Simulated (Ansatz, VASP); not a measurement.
## One calculation of AlO2, two programs

```
Al O
1.0
     1.64919   -2.73921    0.00000
     1.64919    2.73921    0.00000
     0.00000    0.00000    4.73671
Al O
1 2
Direct
  0.50000 0.50000 0.50000
  0.50000 0.50000 0.85647
  0.50000 0.50000 0.14353
```

Alike in both runs: functional PBE; k mesh 6 × 6 × 4; occupations gaussian, width 0.1 eV; no spin polarisation.

Ansatz relaxed the structure, and its values are those at the end. VASP's run is a single point on that final structure, the one shown.

```csv
,VASP,Ansatz
version,VASP 6.6.1,Ansatz 0.2.0
potentials or method,"VASP PAW PBE potentials, release 64 (Al, O), cutoff 520 eV","scalar-relativistic, plane waves, PAW"
valence electrons in the cell,15,15
```

Ansatz gave:

| Property | Result |
| --- | --- |
| gap on the k mesh at the Fermi level (eV) | none |
| pressure (GPa) | 0.1 |
| rms of the force components (eV/Å) | 0.003 |

Question: Estimate VASP's values.

Answer: gap on the k mesh at the Fermi level (eV): none; pressure (GPa): 0.4; rms of the force components (eV/Å): 0.099.

A gap of «none» marks a metal or a gap that the smearing closes.

The k mesh is coarse, so the values compare programs but aren't converged.
